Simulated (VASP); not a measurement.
Wanted: the native input for a VASP 6.6.1 run.

```yaml
Task: single point
Functional: PBE
Potentials_or_basis: VASP PAW PBE potentials, release 64 (Mg, O)
Cutoff: 520 eV
k_mesh: 9 × 9 × 2
Occupations: gaussian, width 0.05 eV
Spin: no spin polarisation
Dipole_correction: no
Further_INCAR_settings: ALGO = Normal; EDIFF = 1e-07; NBANDS = 36
```

The structure of MgO lies in POSCAR:

```
MgO
1.0
    2.1351500000     -2.1351500000      0.0000000000
    2.1351500000      0.0000000000     -2.1351500000
    8.8292751346      8.8292751346      8.8292751346
Mg O
6 6
Direct
    0.6666666667      0.6666666667      0.0403043656
    0.0000000000      0.0000000000      0.8463916784
    0.3333333333      0.3333333333      0.2015218282
    0.6666666667      0.6666666667      0.5239567533
    0.0000000000      0.0000000000      0.3627392907
    0.3333333333      0.3333333333      0.6851742158
    0.6666666667      0.6666666667      0.2821305595
    0.0000000000      0.0000000000      0.1209130969
    0.3333333333      0.3333333333      0.4433480220
    0.6666666667      0.6666666667      0.7657829471
    1.0000000000      1.0000000000      0.6045654846
    0.3333333333      0.3333333333      0.9270004096
```

One way to write it, as run:

INCAR

```
PREC = Accurate ; ENCUT = 520
EDIFF = 1E-7 ; ISMEAR = 0
SIGMA = 0.05 ; LREAL = False
LASPH = True ; NELM = 60
ALGO = Normal ; ISIF = 2
LWAVE = False ; LCHARG = False
GGA = PE ; NBANDS = 36
```

KPOINTS

```
regular mesh
0
Gamma
  9 9 2
```

Potentials or basis: VASP PAW PBE potentials, release 64 (Mg, O).

Command:

```bash
$ cat potpaw_PBE.64/Mg/POTCAR potpaw_PBE.64/O/POTCAR > POTCAR
$ mpirun -np 1 vasp_std > vasp.out
```

Results of the run:

| Property | Result |
| --- | --- |
| Pressure | -5.0 GPa |
| Largest force | 2.902 eV/Å |
| Band gap on the k mesh | 1.78 eV, direct |

Caveat: forces of over 1 eV/Å act on the atoms, so gaps and moduli don't describe the material at rest.

Wall time 110 s on 1 thread of Intel(R) Xeon(R) Platinum 8488C (Sapphire Rapids), with other jobs on the host, peak memory 0.29 GiB.
